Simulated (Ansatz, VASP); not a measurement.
## Pd in VASP and in Ansatz

File INCAR:

```
SYSTEM = Pd
PREC = Accurate
ENCUT = 520
EDIFF = 1E-6
ISMEAR = -1
SIGMA = 0.05
LREAL = .FALSE.
LASPH = .TRUE.
NELM = 60
ALGO = Normal
ISIF = 2
LWAVE = .FALSE.
LCHARG = .FALSE.
GGA = RE
NBANDS = 11
```

File KPOINTS:

```
regular mesh
0
G
  12 12 12
  0 0 0
```

The input POSCAR:

```
Pd
1.0
   -1.5722810000      1.5722810000      1.5722810000
    1.5722810000     -1.5722810000      1.5722810000
    1.5722810000      1.5722810000     -1.5722810000
Pd
1
Direct
    0.0000000000      0.0000000000      0.0000000000
```

input.yaml

```yaml
crystal:
  lattice:
    - [-1.572281, 1.572281, 1.572281]
    - [1.572281, -1.572281, 1.572281]
    - [1.572281, 1.572281, -1.572281]
  atoms:
    - { symbol: Pd, position: [0.0, 0.0, 0.0] }
hamiltonian:
  xc: revpbe
  pseudopotentials: { kind: paw }
kpoints:
  mp_grid: { grid: [12, 12, 12] }
  band_path:
    path:
      - [[0.0, 0.0, 0.0], [0.5, -0.5, 0.5], [0.0, 0.0, 0.5], [0.0, 0.0, 0.0], [0.25, 0.25, 0.25], [0.5, -0.5, 0.5]]
      - [[0.25, 0.25, 0.25], [0.0, 0.0, 0.5]]
    npoints: 14
scf:
  occupations: { method: fermi_dirac, width: 0.05 }
  n_extra_bands: 6
output:
  forces: true
  stress: true
  eigenvalues: true
  fatbands: false
```

Alike in both runs: functional revPBE; k mesh 12 × 12 × 12; occupations fermi-dirac, width 0.05 eV; no spin polarisation.

```csv
,VASP,Ansatz
version,VASP 6.6.1,Ansatz 0.2.0
potentials or method,"VASP PAW PBE potentials, release 64 (Pd)",Ansatz PAW
plane-wave cutoff (eV),520,420
valence electrons in the cell,10,18
task,single point,band structure
```

```tsv
	VASP	Ansatz	Ansatz less VASP
gap on the k mesh at the Fermi level (eV)	none	none	-
pressure (GPa)	1.8	2.1	+0.27
```

VASP's potentials were made for PBE, not for revPBE. A gap of «none» marks a metal or a gap that the smearing closes. With one functional, cell and mesh, what is left measures potentials, basis and numerics. VASP's potentials hold 10 valence electrons a cell and Ansatz's 18, so a difference there can come from the potentials and not from the codes.
